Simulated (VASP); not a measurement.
CuI (zincblende type), 2 atoms in the cell. It takes space group F-43m (No. 216, cubic). The conventional cell has a = 6.119 Å, b = 6.119 Å, c = 6.119 Å, α = 90.00°, β = 90.00°, γ = 90.00°. Cu (site symmetry -43m) has 4 I at 2.65 Å within 3.5 Å. I (site symmetry -43m) has 4 Cu at 2.65 Å within 3.5 Å. 

```yaml
Program: VASP 6.6.1
Task: single point
Functional: PBE
Potentials_or_basis: VASP PAW PBE potentials, release 64 (Cu, I)
Cutoff: 520 eV
k_mesh: 12 × 12 × 12
Occupations: fermi-dirac, width 0.05 eV
Spin: no spin polarisation
Dipole_correction: no
Further_INCAR_settings: ALGO = Normal; EDIFF = 1e-07; NBANDS = 16
```

Potentials or basis: VASP PAW PBE potentials, release 64 (Cu, I).

The run is started by

```console
$ cat potpaw_PBE.64/Cu/POTCAR potpaw_PBE.64/I/POTCAR > POTCAR
$ mpirun -np 1 vasp_std > vasp.out
```

Hardware: 1 thread of Intel Xeon 8259CL, on a shared host.

Question: How long does it take, and how much memory?

Answer: Wall time 95 s on 1 thread of Intel Xeon 8259CL, with other jobs on the host, peak memory 0.22 GiB. Counts: scf iterations 16, k points 72.
